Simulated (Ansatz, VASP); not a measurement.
Two plane-wave programs on AlP

File INCAR:

```
PREC     = Accurate       # precision mode
ENCUT    = 500            # plane-wave cutoff, eV
EDIFF    = 1E-6           # SCF threshold, eV
ISMEAR   = 0              # smearing method
SIGMA    = 0.1            # smearing width, eV
LREAL    = False          # projectors in reciprocal space
LASPH    = True           # aspherical terms in the spheres
NELM     = 120            # most SCF steps
ALGO     = Normal         # electronic algorithm
ISIF     = 2              # what is computed and relaxed
LWAVE    = False          # write WAVECAR
LCHARG   = False          # write CHGCAR
GGA      = CA             # functional
NBANDS   = 11             # bands
GGA_COMPAT= False
```

Contents of KPOINTS:

```
Automatic mesh
0
Gamma
  6 6 6
```

POSCAR

```
AlP
1.0
    0.0000000000      2.7350000000      2.7350000000
    2.7350000000      0.0000000000      2.7350000000
    2.7350000000      2.7350000000      0.0000000000
Al P
1 1
Direct
    0.0000000000      0.0000000000      0.0000000000
    0.2500000000      0.2500000000      0.2500000000
```

Input for Ansatz:

```yaml
crystal:
  lattice:
    - [0.0, 2.735, 2.735]
    - [2.735, 0.0, 2.735]
    - [2.735, 2.735, 0.0]
  atoms:
    - { symbol: Al, position: [0.0, 0.0, 0.0] }
    - { symbol: P, position: [0.25, 0.25, 0.25] }
basis:
  ecutwfc: 420
kpoints:
  mp_grid: { grid: [6, 6, 6] }
hamiltonian:
  xc: lda
  pseudopotentials: { kind: paw, azcp: { folder: soft_1 } }
scf:
  occupations: { method: gaussian, width: 0.1 }
output:
  forces: true
  stress: true
  eigenvalues: true
```

Alike in both runs: task single point; functional LDA; k mesh 6 × 6 × 6; occupations gaussian, width 0.1 eV; no spin polarisation.

|  | VASP | Ansatz |
| --- | --- | --- |
| version | VASP 6.6.1 | Ansatz 0.2.0 |
| potentials or method | VASP PAW LDA potentials, release 64 (Al, P), cutoff 500 eV | scalar-relativistic, plane waves, PAW |
| valence electrons in the cell | 8 | 8 |

Ansatz gave:

* gap on the k mesh at the Fermi level (eV): 1.45
* least direct gap on the mesh (eV): 3.05
* pressure (GPa): -1.7

Question: Which values does VASP return?

Answer: gap on the k mesh at the Fermi level (eV): 1.45; least direct gap on the mesh (eV): 3.07; pressure (GPa): -1.6.

Ansatz warns that its potentials were made for another functional, while VASP's fit it. LDA's correlation is that of Perdew and Zunger in VASP and of Perdew and Wang (1992) in Ansatz.
